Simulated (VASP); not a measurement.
# KFeP2O8 (C2/m) in VASP: single point with PBEsol

Aim: the single point of KFeP2O8 with PBEsol.

Program: VASP 6.6.1. These are calculated values, not measurements. Logs are shortened: lines on timing, memory, paths and dates and some standing lists are left out, and cuts for length are marked.

### Step 1. The cell of the first run

Symmetry: C2/m, No. 12, monoclinic system. Conventional cell: a = 8.476 Å, b = 5.105 Å, c = 8.628 Å, α = 90.00°, β = 93.21°, γ = 90.00°. Within 2.5 Å of Fe (site symmetry 2/m) lie 6 O at 1.89 to 1.91 Å. O (site symmetry m) has 1 P at 1.52 Å and 1 Fe at 1.89 Å within 2.0 Å. O (site symmetry m) has 1 P at 1.42 Å within 1.9 Å. Within 2.0 Å of O (site symmetry 1) lie 1 P at 1.51 Å and 1 Fe at 1.91 Å. P (site symmetry m) has 4 O at 1.42 to 1.52 Å within 1.9 Å. K (site symmetry 2/m) has 12 O at 3.08 to 4.12 Å and 6 P at 3.83 to 4.13 Å and 2 Fe at 4.31 Å within 4.4 Å.

### Step 2. Single point, PBEsol

File INCAR:

```
SYSTEM = KFeP2O8
  PREC = Accurate
  ENCUT = 520
  EDIFF = 1E-6
  ISMEAR = 1
  SIGMA = 0.2839
  LREAL = .FALSE.
  LASPH = .TRUE.
  NELM = 100
  ALGO = Fast
  ISIF = 2
  LWAVE = .FALSE.
  LCHARG = .TRUE.
  GGA = PS
  LELF = .TRUE.
  LVHAR = .TRUE.
  NBANDS = 50
```

File KPOINTS:

```
regular mesh
0
G
  6 6 3
  0 0 0
```

File POSCAR:

```
KFeP2O8
1.0
    4.2380262500      2.5523813500      0.0000000000
    4.2380262500     -2.5523813500      0.0000000000
    0.4831470800      0.0000000000     -8.6147784200
Fe O P K
1 8 2 1
Direct
    0.0000000000      0.0000000000      0.5000000000
    0.7888000000      0.7888000000      0.5811000000
    0.2112000000      0.2112000000      0.4189000000
    0.6787000000      0.6787000000      0.8510000000
    0.3213000000      0.3213000000      0.1490000000
    0.3119000000      0.7859000000      0.6478000000
    0.2141000000      0.6881000000      0.3522000000
    0.6881000000      0.2141000000      0.3522000000
    0.7859000000      0.3119000000      0.6478000000
    0.6436000000      0.6436000000      0.6925000000
    0.3564000000      0.3564000000      0.3075000000
    0.0000000000      0.0000000000      0.0000000000
```

Potentials or basis: VASP PAW PBE potentials, release 64 (Fe, O, P, K_sv).

Launch:

```
> cat potpaw_PBE.64/Fe/POTCAR potpaw_PBE.64/O/POTCAR potpaw_PBE.64/P/POTCAR potpaw_PBE.64/K_sv/POTCAR > POTCAR
> mpirun -np 1 vasp_std > vasp.out
```

OUTCAR:

```text
SYSTEM = KFeP2O8
   PREC = Accurate
   ENCUT = 520
   EDIFF = 1E-6
   ISMEAR = 1
   LREAL = .FALSE.
   LASPH = .TRUE.
   NELM = 100
   ISIF = 2
   GGA = PS

 ion  position               nearest neighbor table
   1  0.000  0.000  0.500-   2 1.89   3 1.89   6 1.91   7 1.91   8 1.91   9 1.91
   2  0.789  0.789  0.581-  10 1.52   1 1.89
   3  0.211  0.211  0.419-  11 1.52   1 1.89
   4  0.679  0.679  0.851-  10 1.42
   5  0.321  0.321  0.149-  11 1.42
   6  0.312  0.786  0.648-  10 1.51   1 1.91
   7  0.214  0.688  0.352-  11 1.51   1 1.91
   8  0.688  0.214  0.352-  11 1.51   1 1.91
   9  0.786  0.312  0.648-  10 1.51   1 1.91
  10  0.644  0.644  0.693-   4 1.42   6 1.51   9 1.51   2 1.52
  11  0.356  0.356  0.307-   5 1.42   7 1.51   8 1.51   3 1.52
  12  0.000  0.000  0.000-

  LATTYP: Found a base centered monoclinic cell.
 ALAT       =     8.4760525000
 B/A-ratio  =     0.6022570884
 C/A-ratio  =     1.0179639729
 COS(beta)  =    -0.0559955240

  Lattice vectors:

 A1 = (  -4.2380262500,  -2.5523813500,   0.0000000000)
 A2 = (  -4.2380262500,   2.5523813500,   0.0000000000)
 A3 = (   0.4831470800,   0.0000000000,  -8.6147784200)

Analysis of symmetry for initial positions (statically):
=====================================================================
 Subroutine PRICEL returns:
 Original cell was already a primitive cell.

 Routine SETGRP: Setting up the symmetry group for a
 base centered monoclinic supercell.

 Subroutine GETGRP returns: Found  4 space group operations
 (whereof  4 operations were pure point group operations)
 out of a pool of  4 trial point group operations.

The static configuration has the point symmetry C_2h.

Analysis of symmetry for dynamics (positions and initial velocities):
=====================================================================
 Subroutine PRICEL returns:
 Original cell was already a primitive cell.

 Routine SETGRP: Setting up the symmetry group for a
 base centered monoclinic supercell.

 Subroutine GETGRP returns: Found  4 space group operations
 (whereof  4 operations were pure point group operations)
 out of a pool of  4 trial point group operations.

The dynamic configuration has the point symmetry C_2h.

 Subroutine INISYM returns: Found  4 space group operations
 (whereof  4 operations are pure point group operations),
 and found     1 'primitive' translations

----------------------------------------------------------------------------------------

                                     Primitive cell

  volume of cell :     186.3731

  direct lattice vectors                    reciprocal lattice vectors
     4.238026250  2.552381350  0.000000000     0.117979449  0.195895492  0.006616703
     4.238026250 -2.552381350  0.000000000     0.117979449 -0.195895492  0.006616703
     0.483147080  0.000000000 -8.614778420     0.000000000  0.000000000 -0.116079596

  length of vectors
     4.947273699  4.947273699  8.628316077     0.228774943  0.228774943  0.116079596

  position of ions in fractional coordinates (direct lattice)
     0.000000000  0.000000000  0.500000000
     0.788800000  0.788800000  0.581100000
     0.211200000  0.211200000  0.418900000
     0.678700000  0.678700000  0.851000000
     0.321300000  0.321300000  0.149000000
     0.311900000  0.785900000  0.647800000
     0.214100000  0.688100000  0.352200000
     0.688100000  0.214100000  0.352200000
     0.785900000  0.311900000  0.647800000
     0.643600000  0.643600000  0.692500000
     0.356400000  0.356400000  0.307500000
     0.000000000  0.000000000  0.000000000

  ion indices of the primitive-cell ions
   primitive index   ion index
                 1           1
                 2           2
                 3           3
                 4           4
                 5           5
                 6           6
                 7           7
                 8           8
                 9           9
                10          10
                11          11
                12          12

----------------------------------------------------------------------------------------

 KPOINTS: regular mesh

Automatic generation of k-mesh.
 Grid dimensions read from file:
 generate k-points for:    6    6    3

 Generating k-lattice:

  Cartesian coordinates                     Fractional coordinates (reciprocal lattice)
     0.019663241  0.032649249  0.001102784     0.166666667  0.000000000  0.000000000
     0.019663241 -0.032649249  0.001102784     0.000000000  0.166666667  0.000000000
     0.000000000  0.000000000 -0.038693199     0.000000000  0.000000000  0.333333333

  Length of vectors
     0.038129157  0.038129157  0.038693199

  Shift w.r.t. Gamma in fractional coordinates (k-lattice)
     0.000000000  0.000000000  0.000000000

 Subroutine IBZKPT returns following result:
 ===========================================

 Found     34 irreducible k-points:

 Following reciprocal coordinates:
            Coordinates               Weight
  0.000000  0.000000  0.000000      1.000000
  0.166667 -0.000000 -0.000000      4.000000
  0.333333  0.000000  0.000000      4.000000
  0.500000  0.000000  0.000000      2.000000
  0.166667  0.166667 -0.000000      2.000000
  0.333333  0.166667 -0.000000      4.000000
[... 16 lines left out ...]
 -0.333333  0.166667  0.333333      4.000000
 -0.166667  0.166667  0.333333      4.000000
 [... further k-points ...]
   k-points           NKPTS =     34   k-points in BZ     NKDIM =     34   number of bands    NBANDS=     50
   number of dos      NEDOS =    301   number of ions     NIONS =     12
   total plane-waves  NPLWV = 102400
   dimension x,y,z NGX =    40 NGY =   40 NGZ =   64
   dimension x,y,z NGXF=    80 NGYF=   80 NGZF=  128
   ions per type =               1   8   2   1
   NGX,Y,Z   is equivalent  to a cutoff of  13.44, 13.44, 12.33 a.u.
   NGXF,Y,Z  is equivalent  to a cutoff of  26.88, 26.88, 24.66 a.u.
 SYSTEM =  KFeP2O8
   PREC   = accura    normal or accurate (medium, high low for compatibility)
   ISTART =      0    job   : 0-new  1-cont  2-samecut
   ICHARG =      2    charge: 1-file 2-atom 10-const
   ISPIN  =      1    spin polarized calculation?
   LNONCOLLINEAR =      F non collinear calculations
   LSORBIT =      F    spin-orbit coupling
   LASPH  =      T    aspherical Exc in radial PAW
   ENCUT  =  520.0 eV  38.22 Ry    6.18 a.u.   9.20  9.20 16.04*2*pi/ulx,y,z
   NELM   =    100;   NELMIN=  2; NELMDL= -5     # of ELM steps
   EDIFF  = 0.1E-05   stopping-criterion for ELM
   LREAL  =      F    real-space projection
   EDIFFG = 0.1E-04   stopping-criterion for IOM
   NSW    =      0    number of steps for IOM
   IBRION =     -1    ionic relax: 0-MD 1-quasi-New 2-CG
   NFREE  =      0    steps in history (QN), initial steepest desc. (CG)
   ISIF   =      2    stress and relaxation
   ISYM   =      2    0-nonsym 1-usesym 2-fastsym
   POTIM  = 0.5000    time-step for ionic-motion
   TEBEG  =    0.0;   TEEND  =   0.0 temperature during run
   PSTRESS=    0.0 pullay stress
   NELECT =      75.0000    total number of electrons
   NUPDOWN=      -1.0000    fix difference up-down
   EMIN   =  10.00;   EMAX   =-10.00  energy-range for DOS
   EFERMI =   0.00;   METHOD = LEGACY
   ISMEAR =     1;   SIGMA  =   0.28  broadening in eV -4-tet -1-fermi 0-gaus
   EFERMI_NEDOS =   21; number of points for ismear=-14 and -15
   IALGO  =     68    algorithm
   IMIX   =      4    mixing-type and parameters
     AMIX     =   0.40;   BMIX     =  1.00
     AMIX_MAG =   1.60;   BMIX_MAG =  1.00
  volume/ion in A,a.u.               =      15.53       104.81
  Fermi-wavevector in a.u.,A,eV,Ry     =   1.208651  2.284019 19.875888  1.460837
  Thomas-Fermi vector in A             =   2.344252
   LORBIT       =      0    0 simple, 1 ext, 2 COOP (PROOUT), +10 PAW based schemes
   GGA     = PS    functional components
   LHFCALC =     F    Hartree Fock is set to
   AEXX    =    0.0000 exact exchange contribution
   IVDW    =     0    specifies the selected vdW correction
   LEPSILON=     F    determine dielectric tensor
   LRPA    =     F    only Hartree local field effects (RPA)
 non-spin polarized calculation
 RMM-DIIS sequential band-by-band and
 Methfessel and Paxton  Order N= 1 SIGMA  =   0.28
  energy-cutoff  :      520.00
  volume of cell :      186.37
 maximum number of plane-waves:      5038
 NGX is ok and might be reduce to    40
   NGX = 19   NGY = 19   NGZ = 33

 number of electron      75.0000001 magnetization

 Free energy of the ion-electron system (eV)
  ---------------------------------------------------
  ext. energy  EPLUGINS =         0.00000000
  ---------------------------------------------------
  free energy    TOTEN  =       -83.49778761 eV

  energy without entropy =      -83.46563301  energy(sigma->0) =      -83.48706941

 E-fermi :  -0.4773     XC(G=0):  -8.4672

 val. band max:       -0.4786579952   @ k =   0.5000   0.3333   0.0000
 cond. band min:      -0.4745303008   @ k =  -0.3333   0.5000   0.3333
 fundamental gap:      0.0041276944
 Fermi energy:        -0.4773151025

 k-point     1 :       0.0000    0.0000    0.0000
  band No.  band energies     occupation
      1     -28.2761      2.00000
      2     -21.6889      2.00000
      3     -21.4386      2.00000
      4     -18.7608      2.00000
      5     -18.6124      2.00000
      6     -18.5712      2.00000
[... 41 lines left out ...]
     48       9.3334      0.00000
     49       9.5288      0.00000

 k-point     2 :       0.1667   -0.0000   -0.0000
  band No.  band energies     occupation
      1     -28.2757      2.00000
      2     -21.6477      2.00000
      3     -21.4345      2.00000
      4     -18.8195      2.00000
      5     -18.6234      2.00000
      6     -18.5912      2.00000
[... 41 lines left out ...]
     48       9.5478      0.00000
     49       9.5623      0.00000

 k-point     3 :       0.3333    0.0000    0.0000
  band No.  band energies     occupation
      1     -28.2750      2.00000
      2     -21.5531      2.00000
      3     -21.4328      2.00000
      4     -18.9669      2.00000
      5     -18.6419      2.00000
      6     -18.6127      2.00000
[... 41 lines left out ...]
     48       9.6217      0.00000
     49       9.9804      0.00000

 k-point     4 :       0.5000    0.0000    0.0000
  band No.  band energies     occupation
      1     -28.2746      2.00000
      2     -21.4845      2.00000
      3     -21.4499      2.00000
      4     -19.0483      2.00000
      5     -18.6543      2.00000
      6     -18.6149      2.00000
[... 977 lines left out ...]
     48       9.4598      0.00000
     49       9.8932      0.00000

 k-point    23 :      -0.3333    0.1667    0.3333
  band No.  band energies     occupation
      1     -28.2746      2.00000
      2     -21.4958      2.00000
      3     -21.4382      2.00000
      4     -19.0474      2.00000
      5     -18.6487      2.00000
      6     -18.6174      2.00000
[... 41 lines left out ...]
     48       9.4077      0.00000
     49      10.1523      0.00000

 k-point    24 :      -0.1667    0.1667    0.3333
  band No.  band energies     occupation
      1     -28.2752      2.00000
      2     -21.5804      2.00000
      3     -21.4321      2.00000
      4     -18.9345      2.00000
      5     -18.6275      2.00000
      6     -18.6206      2.00000
[... 41 lines left out ...]
     48       9.5079      0.00000
     49      10.0583      0.00000

 [... further k-points ...]

 [bands above 49 left out]

------------------------ aborting loop because EDIFF is reached ----------------------------------------

  FORCE on cell =-STRESS in cart. coord.  units (eV):
  Direction    XX          YY          ZZ          XY          YZ          ZX
  --------------------------------------------------------------------------------------
  -------------------------------------------------------------------------------------
  Total        1.1936044      0.7176303     10.6426407      0.0000000      0.0000000     -1.8889028
  in kB       10.2609529      6.1691886     91.4906414      0.0000000      0.0000000    -16.2381621
  external PRESSURE =      35.9735943 kB  Pullay stress =       0.0000000 kB

 VOLUME and BASIS-vectors are now :
 -----------------------------------------------------------------------------
  energy-cutoff  :      520.00
  volume of cell :      186.37
      direct lattice vectors                 reciprocal lattice vectors
     4.238026250  2.552381350  0.000000000     0.117979449  0.195895492  0.006616703
     4.238026250 -2.552381350  0.000000000     0.117979449 -0.195895492  0.006616703
     0.483147080  0.000000000 -8.614778420     0.000000000  0.000000000 -0.116079596

 POSITION                                       TOTAL-FORCE (eV/Angst)
 -----------------------------------------------------------------------------------
      0.24157      0.00000     -4.30739        -0.000000     -0.000000     -0.000000
      6.96667      0.00000     -5.00605         2.807907     -0.000000      1.965962
      1.99253      0.00000     -3.60873        -2.807907     -0.000000     -1.965962
      6.16385      0.00000     -7.33118         1.216375     -0.000000     -5.576127
      2.79534      0.00000     -1.28360        -1.216375     -0.000000      5.576127
      4.96549     -1.20983     -5.58065        -1.555336     -2.586342      0.574552
      3.99371     -1.20983     -3.03412         1.555336     -2.586342     -0.574552
      3.99371      1.20983     -3.03412         1.555336      2.586342     -0.574552
      4.96549      1.20983     -5.58065        -1.555336      2.586342      0.574552
      5.78977      0.00000     -5.96573        -0.328819     -0.000000      4.381390
      3.16943      0.00000     -2.64904         0.328819     -0.000000     -4.381390
      0.00000      0.00000      0.00000        -0.000000     -0.000000     -0.000000
 -----------------------------------------------------------------------------------
    total drift:                                0.000000      0.000000      0.000000

  FREE ENERGIE OF THE ION-ELECTRON SYSTEM (eV)
  ---------------------------------------------------
  free  energy   TOTEN  =       -83.4977876109 eV

  energy  without entropy=      -83.4656330072  energy(sigma->0) =      -83.48706941
```

It took 11 min on 1 thread of Intel Xeon Platinum 8488C (Sapphire Rapids), shared host; peak memory 0.49 GiB.

What came out:

| Item | Value |
| --- | --- |
| Free energy | -83.4978 eV |
| Pressure | 3.6 GPa |
| Largest force | 5.707 eV/Å |
| Band gap on the k mesh | zero (an odd number of electrons rules out a gap without spin polarisation) |

Forces on the atoms (eV/Å):
```
Fe   0.000  0.000  0.000
O    2.808  0.000  1.966
O   -2.808  0.000 -1.966
O    1.216  0.000 -5.576
O   -1.216  0.000  5.576
O   -1.555 -2.586  0.575
O    1.555 -2.586 -0.575
O    1.555  2.586 -0.575
O   -1.555  2.586  0.575
P   -0.329  0.000  4.381
P    0.329  0.000 -4.381
K    0.000  0.000  0.000
```

Stress tensor (GPa, compression positive):
```
 1.03  0.00 -1.62
 0.00  0.62  0.00
-1.62  0.00  9.15
```

Levels at points of the mesh, in eV from the Fermi level:
| k point | band 35 | band 36 | band 37 | band 38 | band 39 | band 40 | band 41 | band 42 |
| --- | --- | --- | --- | --- | --- | --- | --- | --- |
| (0.00, 0.00, 0.00) | -0.61 | -0.47 | -0.44 | -0.19 | -0.13 | 1.44 | 1.67 | 5.52 |
| (0.50, 0.00, 0.00) | -0.67 | -0.55 | -0.41 | 0.18 | 0.28 | 1.19 | 1.57 | 7.60 |
| (0.50, 0.50, 0.00) | -0.65 | -0.57 | -0.20 | -0.04 | 0.35 | 1.33 | 1.69 | 7.73 |

Caveat: the cell stands under pressure; the PAW data sets were made with another functional, which shifts forces and pressure a little; an odd number of electrons without spin polarisation forces a metal; a magnetic or distorted state may lie lower; the run has no spin polarisation, though such a crystal can be magnetic; semilocal functionals often make such compounds metallic where correlation or magnetic order opens a gap, which also shifts bond lengths. With open d or f shells a metallic result of PBEsol can be an artefact of self-interaction; +U or a hybrid may open a gap.
